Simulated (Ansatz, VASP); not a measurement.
# One calculation of HfRu, two programs

```
Hf Ru
1.0
     3.22500    0.01613    0.01613
     0.01613    3.22500    0.01613
     0.01613    0.01613    3.22500
Hf Ru
1 1
Direct
  0.00000 0.00000 0.00000
  0.50000 0.50000 0.50000
```

Change from the starting cell: equal xy, yz and zx shear strains of +1 %.

Alike in both runs: task single point; functional PBEsol; k mesh 11 × 11 × 11; occupations fermi-dirac, width 0.08 eV; no spin polarisation.

|  | VASP | Ansatz |
| --- | --- | --- |
| version | VASP 6.6.1 | Ansatz 0.2.0 |
| potentials or method | VASP PAW PBE potentials, release 64 (Hf_pv, Ru_pv), cutoff 520 eV | all-electron LAPW, scalar-relativistic |

|  | VASP | Ansatz | Ansatz less VASP |
| --- | --- | --- | --- |
| pressure (GPa) | -4.1 | -3.0 | +1.09 |
| traceless stress, the component that is largest in VASP (GPa) | -0.75 | -0.77 | -0.021 |

VASP's potentials were made for PBE, not for PBEsol. Ansatz ran all-electron here, and VASP with PAW potentials.

Neither program's run includes spin-orbit coupling.
